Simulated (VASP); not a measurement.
# BiS (Pm-3m) in VASP: further runs

BiS is run at these levels: PBEsol; tasks: single point.

Program: VASP 6.6.1. These are calculated values, not measurements. Logs are shortened: lines on timing, memory, paths and dates and some standing lists are left out, and cuts for length are marked.

### Step 1. The cell of the first run

The structure is cubic, space group Pm-3m (No. 221). The conventional cell has a = 3.474 Å, b = 3.474 Å, c = 3.474 Å, α = 90.00°, β = 90.00°, γ = 90.00°. Bi (site symmetry m-3m) has 8 S at 3.01 Å and 6 Bi at 3.47 Å within 4.0 Å. S (site symmetry m-3m) has 8 Bi at 3.01 Å and 6 S at 3.47 Å within 4.0 Å.

### Step 2. Single point, PBEsol (20.96 Å³/atom)

File INCAR:

```
SYSTEM = BiS
  PREC = Accurate
  ENCUT = 520
  EDIFF = 1E-6
  ISMEAR = 0
  SIGMA = 0.05
  LREAL = .False.
  LASPH = .True.
  NELM = 80
  ALGO = Normal
  ISIF = 2
  LWAVE = .False.
  LCHARG = .False.
  GGA = PS
  NBANDS = 18
```

File KPOINTS:

```
Automatic mesh
0
Gamma
  10 10 10
  0 0 0
```

File POSCAR:

```
BiS
1.0
    3.4740164233      0.0000000000      0.0000000000
    0.0000000000      3.4740164233      0.0000000000
    0.0000000000      0.0000000000      3.4740164233
Bi S
1 1
Direct
    0.0000000000      0.0000000000      0.0000000000
    0.5000000000      0.5000000000      0.5000000000
```

Potentials or basis: VASP PAW PBE potentials, release 64 (Bi_d, S).

On the command line:

```bash
cat potpaw_PBE.64/Bi_d/POTCAR potpaw_PBE.64/S/POTCAR > POTCAR
mpirun -np 1 vasp_std > vasp.out
```

OUTCAR:

```text
SYSTEM = BiS
   PREC = Accurate
   ENCUT = 520
   EDIFF = 1E-6
   ISMEAR = 0
   LREAL = .False.
   LASPH = .True.
   NELM = 80
   ISIF = 2
   GGA = PS

 ion  position               nearest neighbor table
   1  0.000  0.000  0.000-   2 3.01   2 3.01   2 3.01   2 3.01   2 3.01   2 3.01   2 3.01   2 3.01

   2  0.500  0.500  0.500-   1 3.01   1 3.01   1 3.01   1 3.01   1 3.01   1 3.01   1 3.01   1 3.01

  LATTYP: Found a simple cubic cell.
 ALAT       =     3.4740164233

  Lattice vectors:

 A1 = (   3.4740164233,   0.0000000000,   0.0000000000)
 A2 = (   0.0000000000,   3.4740164233,   0.0000000000)
 A3 = (   0.0000000000,   0.0000000000,   3.4740164233)

Analysis of symmetry for initial positions (statically):
=====================================================================
 Subroutine PRICEL returns:
 Original cell was already a primitive cell.

 Routine SETGRP: Setting up the symmetry group for a
 simple cubic supercell.

 Subroutine GETGRP returns: Found 48 space group operations
 (whereof 48 operations were pure point group operations)
 out of a pool of 48 trial point group operations.

The static configuration has the point symmetry O_h .

Analysis of symmetry for dynamics (positions and initial velocities):
=====================================================================
 Subroutine PRICEL returns:
 Original cell was already a primitive cell.

 Routine SETGRP: Setting up the symmetry group for a
 simple cubic supercell.

 Subroutine GETGRP returns: Found 48 space group operations
 (whereof 48 operations were pure point group operations)
 out of a pool of 48 trial point group operations.

The dynamic configuration has the point symmetry O_h .

 Subroutine INISYM returns: Found 48 space group operations
 (whereof 48 operations are pure point group operations),
 and found     1 'primitive' translations

----------------------------------------------------------------------------------------

                                     Primitive cell

  volume of cell :      41.9272

  direct lattice vectors                    reciprocal lattice vectors
     3.474016423  0.000000000  0.000000000     0.287851259  0.000000000  0.000000000
     0.000000000  3.474016423  0.000000000     0.000000000  0.287851259  0.000000000
     0.000000000  0.000000000  3.474016423     0.000000000  0.000000000  0.287851259

  length of vectors
     3.474016423  3.474016423  3.474016423     0.287851259  0.287851259  0.287851259

  position of ions in fractional coordinates (direct lattice)
     0.000000000  0.000000000  0.000000000
     0.500000000  0.500000000  0.500000000

  ion indices of the primitive-cell ions
   primitive index   ion index
                 1           1
                 2           2

----------------------------------------------------------------------------------------

 KPOINTS: Automatic mesh

Automatic generation of k-mesh.
 Grid dimensions read from file:
 generate k-points for:   10   10   10

 Generating k-lattice:

  Cartesian coordinates                     Fractional coordinates (reciprocal lattice)
     0.028785126  0.000000000  0.000000000     0.100000000  0.000000000  0.000000000
     0.000000000  0.028785126  0.000000000     0.000000000  0.100000000  0.000000000
     0.000000000  0.000000000  0.028785126     0.000000000  0.000000000  0.100000000

  Length of vectors
     0.028785126  0.028785126  0.028785126

  Shift w.r.t. Gamma in fractional coordinates (k-lattice)
     0.000000000  0.000000000  0.000000000

 Subroutine IBZKPT returns following result:
 ===========================================

 Found     56 irreducible k-points:

 Following reciprocal coordinates:
            Coordinates               Weight
  0.000000  0.000000  0.000000      1.000000
  0.100000  0.000000  0.000000      6.000000
  0.200000  0.000000  0.000000      6.000000
  0.300000  0.000000  0.000000      6.000000
  0.400000  0.000000  0.000000      6.000000
  0.500000  0.000000  0.000000      3.000000
[... 16 lines left out ...]
  0.200000  0.100000  0.100000     24.000000
  0.300000  0.100000  0.100000     24.000000
 [... further k-points ...]
   k-points           NKPTS =     56   k-points in BZ     NKDIM =     56   number of bands    NBANDS=     18
   number of dos      NEDOS =    301   number of ions     NIONS =      2
   total plane-waves  NPLWV =  21952
   dimension x,y,z NGX =    28 NGY =   28 NGZ =   28
   dimension x,y,z NGXF=    56 NGYF=   56 NGZF=   56
   ions per type =               1   1
   NGX,Y,Z   is equivalent  to a cutoff of  13.40, 13.40, 13.40 a.u.
   NGXF,Y,Z  is equivalent  to a cutoff of  26.80, 26.80, 26.80 a.u.
 SYSTEM =  BiS
   PREC   = accura    normal or accurate (medium, high low for compatibility)
   ISTART =      0    job   : 0-new  1-cont  2-samecut
   ICHARG =      2    charge: 1-file 2-atom 10-const
   ISPIN  =      1    spin polarized calculation?
   LNONCOLLINEAR =      F non collinear calculations
   LSORBIT =      F    spin-orbit coupling
   LASPH  =      T    aspherical Exc in radial PAW
   ENCUT  =  520.0 eV  38.22 Ry    6.18 a.u.   6.46  6.46  6.46*2*pi/ulx,y,z
   NELM   =     80;   NELMIN=  2; NELMDL= -5     # of ELM steps
   EDIFF  = 0.1E-05   stopping-criterion for ELM
   LREAL  =      F    real-space projection
   EDIFFG = 0.1E-04   stopping-criterion for IOM
   NSW    =      0    number of steps for IOM
   IBRION =     -1    ionic relax: 0-MD 1-quasi-New 2-CG
   NFREE  =      0    steps in history (QN), initial steepest desc. (CG)
   ISIF   =      2    stress and relaxation
   ISYM   =      2    0-nonsym 1-usesym 2-fastsym
   POTIM  = 0.5000    time-step for ionic-motion
   TEBEG  =    0.0;   TEEND  =   0.0 temperature during run
   PSTRESS=    0.0 pullay stress
   NELECT =      21.0000    total number of electrons
   NUPDOWN=      -1.0000    fix difference up-down
   EMIN   =  10.00;   EMAX   =-10.00  energy-range for DOS
   EFERMI =   0.00;   METHOD = LEGACY
   ISMEAR =     0;   SIGMA  =   0.05  broadening in eV -4-tet -1-fermi 0-gaus
   EFERMI_NEDOS =   21; number of points for ismear=-14 and -15
   IALGO  =     38    algorithm
   IMIX   =      4    mixing-type and parameters
     AMIX     =   0.40;   BMIX     =  1.00
     AMIX_MAG =   1.60;   BMIX_MAG =  1.00
  volume/ion in A,a.u.               =      20.96       141.47
  Fermi-wavevector in a.u.,A,eV,Ry     =   1.300118  2.456867 22.998016  1.690306
  Thomas-Fermi vector in A             =   2.431338
   LORBIT       =      0    0 simple, 1 ext, 2 COOP (PROOUT), +10 PAW based schemes
   GGA     = PS    functional components
   LHFCALC =     F    Hartree Fock is set to
   AEXX    =    0.0000 exact exchange contribution
   IVDW    =     0    specifies the selected vdW correction
   LEPSILON=     F    determine dielectric tensor
   LRPA    =     F    only Hartree local field effects (RPA)
 non-spin polarized calculation
 Gauss-broadening in eV      SIGMA  =   0.05
  energy-cutoff  :      520.00
  volume of cell :       41.93
 maximum number of plane-waves:      1145
 NGX is ok and might be reduce to    28
   NGX = 13   NGY = 13   NGZ = 13

 number of electron      20.9999999 magnetization

 Free energy of the ion-electron system (eV)
  ---------------------------------------------------
  ext. energy  EPLUGINS =         0.00000000
  ---------------------------------------------------
  free energy    TOTEN  =        -8.83356579 eV

  energy without entropy =       -8.83160117  energy(sigma->0) =       -8.83258348

 E-fermi :   9.5434     XC(G=0): -11.2684

 val. band max:        9.4124039106   @ k =   0.3000   0.3000   0.3000
 cond. band min:       9.5517736450   @ k =   0.4000   0.3000   0.3000
 fundamental gap:      0.1393697344
 Fermi energy:         9.5434356252

 k-point     1 :       0.0000    0.0000    0.0000
  band No.  band energies     occupation
      1     -14.1973      2.00000
      2     -14.1973      2.00000
      3     -14.0121      2.00000
      4     -14.0121      2.00000
      5     -14.0121      2.00000
      6      -6.6165      2.00000
[... 10 lines left out ...]
     17      21.1938      0.00000
     18      21.1938      0.00000

 k-point     2 :       0.1000    0.0000    0.0000
  band No.  band energies     occupation
      1     -14.1965      2.00000
      2     -14.1829      2.00000
      3     -14.0169      2.00000
      4     -14.0169      2.00000
      5     -14.0116      2.00000
      6      -6.5022      2.00000
[... 10 lines left out ...]
     17      20.9401      0.00000
     18      21.1860      0.00000

 k-point     3 :       0.2000    0.0000    0.0000
  band No.  band energies     occupation
      1     -14.1945      2.00000
      2     -14.1455      2.00000
      3     -14.0296      2.00000
      4     -14.0296      2.00000
      5     -14.0104      2.00000
      6      -6.1624      2.00000
[... 10 lines left out ...]
     17      20.9071      0.00000
     18      20.9137      0.00000

 k-point     4 :       0.3000    0.0000    0.0000
  band No.  band energies     occupation
      1     -14.1920      2.00000
      2     -14.0992      2.00000
      3     -14.0452      2.00000
      4     -14.0452      2.00000
      5     -14.0090      2.00000
      6      -5.6102      2.00000
[... 375 lines left out ...]
      4     -14.0211      2.00000
      5     -14.0211      2.00000
      6      -6.2749      2.00000
[... 10 lines left out ...]
     17      20.1308      0.00000
     18      21.4529      0.00000

 k-point    23 :       0.2000    0.1000    0.1000
  band No.  band energies     occupation
      1     -14.1727      2.00000
      2     -14.1367      2.00000
      3     -14.0356      2.00000
      4     -14.0341      2.00000
      5     -14.0201      2.00000
      6      -5.9383      2.00000
[... 10 lines left out ...]
     17      20.0410      0.00000
     18      21.6192      0.00000

 k-point    24 :       0.3000    0.1000    0.1000
  band No.  band energies     occupation
      1     -14.1703      2.00000
      2     -14.0900      2.00000
      3     -14.0522      2.00000
      4     -14.0501      2.00000
      5     -14.0184      2.00000
      6      -5.3943      2.00000
[... 10 lines left out ...]
     17      19.3664      0.00000
     18      21.4690      0.00000

 [... further k-points ...]
[... 5 lines left out ...]
  --------------------------------------------------------------------------------------
  -------------------------------------------------------------------------------------
  Total        0.9574764      0.9574764      0.9574764      0.0000000      0.0000000     -0.0000000
  in kB       36.5883695     36.5883695     36.5883695      0.0000000      0.0000000     -0.0000000
  external PRESSURE =      36.5883695 kB  Pullay stress =       0.0000000 kB

 VOLUME and BASIS-vectors are now :
 -----------------------------------------------------------------------------
  energy-cutoff  :      520.00
  volume of cell :       41.93
      direct lattice vectors                 reciprocal lattice vectors
     3.474016423  0.000000000  0.000000000     0.287851259  0.000000000  0.000000000
     0.000000000  3.474016423  0.000000000     0.000000000  0.287851259  0.000000000
     0.000000000  0.000000000  3.474016423     0.000000000  0.000000000  0.287851259

 POSITION                                       TOTAL-FORCE (eV/Angst)
 -----------------------------------------------------------------------------------
      0.00000      0.00000      0.00000         0.000000      0.000000      0.000000
      1.73701      1.73701      1.73701         0.000000      0.000000      0.000000
 -----------------------------------------------------------------------------------
    total drift:                               -0.000000      0.000000      0.000000

  FREE ENERGIE OF THE ION-ELECTRON SYSTEM (eV)
  ---------------------------------------------------
  free  energy   TOTEN  =        -8.8335657888 eV

  energy  without entropy=       -8.8316011721  energy(sigma->0) =       -8.83258348
```

Wall time 32 s (1 thread of Intel Xeon 8259CL, shared host); peak memory 0.18 GiB.

What came out:

```
Free energy            : -8.8336 eV
Pressure               : 3.7 GPa
Band gap on the k mesh : zero (an odd number of electrons rules out a gap without spin polarisation)
```

Caveat: the cell stands under pressure; the PAW data sets were made with another functional, which shifts forces and pressure a little; spin-orbit coupling is left out, which moves the levels of the heavy elements.

### Step 3. Single point, PBEsol (21.40 Å³/atom)

This run uses another cell than the first one, of 21.40 Å³/atom.

File INCAR:

```
ALGO     = Normal         # electronic algorithm
EDIFF    = 1E-6           # SCF threshold, eV
ENCUT    = 520            # plane-wave cutoff, eV
GGA      = PS             # functional
ISIF     = 2              # what is computed and relaxed
ISMEAR   = 0              # smearing method
LASPH    = True           # aspherical terms in the spheres
LCHARG   = False          # write CHGCAR
LREAL    = False          # projectors in reciprocal space
LWAVE    = False          # write WAVECAR
NBANDS   = 18             # bands
NELM     = 80             # most SCF steps
PREC     = Accurate       # precision mode
SIGMA    = 0.05           # smearing width, eV
```

File KPOINTS:

```
k-points
0
Gamma
  10 10 10
```

File POSCAR:

```
BiS
1.0
    3.4979759143      0.0000000000      0.0000000000
    0.0000000000      3.4979759143      0.0000000000
    0.0000000000      0.0000000000      3.4979759143
Bi S
1 1
Direct
    0.0000000000      0.0000000000      0.0000000000
    0.5000000000      0.5000000000      0.5000000000
```

Potentials or basis: VASP PAW PBE potentials, release 64 (Bi_d, S).

On the command line:

```bash
cat potpaw_PBE.64/Bi_d/POTCAR potpaw_PBE.64/S/POTCAR > POTCAR
mpirun -np 1 vasp_std > vasp.out
```

Run time: 45 s. Hardware: 1 thread of Intel Xeon 8259CL, shared host; peak memory 0.18 GiB.

Results (log left out):

```yaml
Free_energy: -8.8487 eV
Pressure: 1.7 GPa
Band_gap_on_the_k_mesh: zero (an odd number of electrons rules out a gap without spin polarisation)
```

Levels at points of the mesh, in eV from the Fermi level:
| k point | band 6 | band 7 | band 8 | band 9 | band 10 | band 11 | band 12 | band 13 | band 14 | band 15 |
| --- | --- | --- | --- | --- | --- | --- | --- | --- | --- | --- |
| (0.00, 0.00, 0.00) | -15.96 | -9.15 | -3.48 | -3.48 | -3.48 | 3.48 | 3.48 | 4.84 | 4.84 | 4.84 |
| (0.50, 0.00, 0.00) | -13.77 | -12.62 | -1.93 | -1.93 | -1.86 | -1.78 | 1.57 | 1.57 | 4.97 | 7.34 |
| (0.50, 0.50, 0.00) | -12.74 | -10.91 | -6.94 | -6.94 | -1.64 | 2.56 | 2.56 | 3.60 | 5.76 | 7.83 |
| (0.50, 0.50, 0.50) | -12.32 | -9.55 | -4.31 | -4.31 | -4.31 | -3.18 | -3.18 | -3.18 | 13.23 | 13.23 |

Caveat: the PAW data sets were made with another functional, which shifts forces and pressure a little; spin-orbit coupling is left out, which moves the levels of the heavy elements.

### Step 4. Single point, PBEsol (22.27 Å³/atom)

This run uses another cell than the first one, of 22.27 Å³/atom.

File INCAR:

```
SYSTEM = BiS
PREC     = Accurate       ! precision mode
ENCUT    = 520            ! plane-wave cutoff, eV
EDIFF    = 1E-7           ! SCF threshold, eV
ISMEAR   = 0              ! smearing method
SIGMA    = 0.05           ! smearing width, eV
LREAL    = .False.        ! projectors in reciprocal space
LASPH    = .True.         ! aspherical terms in the spheres
NELM     = 60             ! most SCF steps
ALGO     = Normal         ! electronic algorithm
ISIF     = 2              ! what is computed and relaxed
LWAVE    = .False.        ! write WAVECAR
LCHARG   = .True.         ! write CHGCAR
GGA      = PS             ! functional
LELF     = .True.         ! ELF
LVHAR    = .True.       
NBANDS   = 18             ! bands
```

File KPOINTS:

```
Automatic mesh
0
Gamma
  10 10 10
  0 0 0
```

File POSCAR:

```
BiS
1.0
    3.5449342145      0.0000000000      0.0000000000
    0.0000000000      3.5449342145      0.0000000000
    0.0000000000      0.0000000000      3.5449342145
Bi S
1 1
Direct
    0.0000000000      0.0000000000      0.0000000000
    0.5000000000      0.5000000000      0.5000000000
```

On the command line:

```bash
cat potpaw_PBE.64/Bi_d/POTCAR potpaw_PBE.64/S/POTCAR > POTCAR
mpirun -np 1 vasp_std > vasp.out
```

Run time: 59 s. Hardware: 1 thread of Intel Xeon 8259CL, shared host; peak memory 0.18 GiB.

The run converged. Its results:

| Item | Value |
| --- | --- |
| Free energy | -8.8497 eV |
| Pressure | -1.6 GPa |
| Band gap on the k mesh | zero (an odd number of electrons rules out a gap without spin polarisation) |

Levels at points of the mesh, in eV from the Fermi level:
| k point | band 8 | band 9 | band 10 | band 11 | band 12 | band 13 |
| --- | --- | --- | --- | --- | --- | --- |
| (0.00, 0.00, 0.00) | -3.32 | -3.32 | -3.32 | 3.60 | 3.60 | 4.57 |
| (0.50, 0.00, 0.00) | -1.90 | -1.85 | -1.85 | -1.79 | 1.55 | 1.55 |
| (0.50, 0.50, 0.00) | -6.62 | -6.62 | -1.56 | 2.45 | 2.45 | 3.40 |
| (0.50, 0.50, 0.50) | -4.11 | -4.11 | -4.11 | -3.00 | -3.00 | -3.00 |

Caveat: the PAW data sets were made with another functional, which shifts forces and pressure a little; spin-orbit coupling is left out, which moves the levels of the heavy elements.

### Step 5. The runs side by side

| cell | gap on the mesh (eV) | pressure (GPa) |
| --- | --- | --- |
| a = 3.474 Å, 2 atoms | none | 3.7 |
| a = 3.498 Å, 2 atoms | none | 1.7 |
| a = 3.545 Å, 2 atoms | none | -1.6 |

Alike in all rows: task single point; level PBEsol; potentials or basis VASP PAW PBE potentials, release 64 (Bi_d, S); no spin polarisation; k mesh 10 × 10 × 10; cutoff (eV) 520; smearing gaussian 0.05 eV.

Caveats: the PAW data sets were made with another functional, which shifts forces and pressure a little; spin-orbit coupling is left out, which moves the levels of the heavy elements; the cell stands under pressure (at least some runs).

Absolute energies hang on the potentials; compare differences alone.
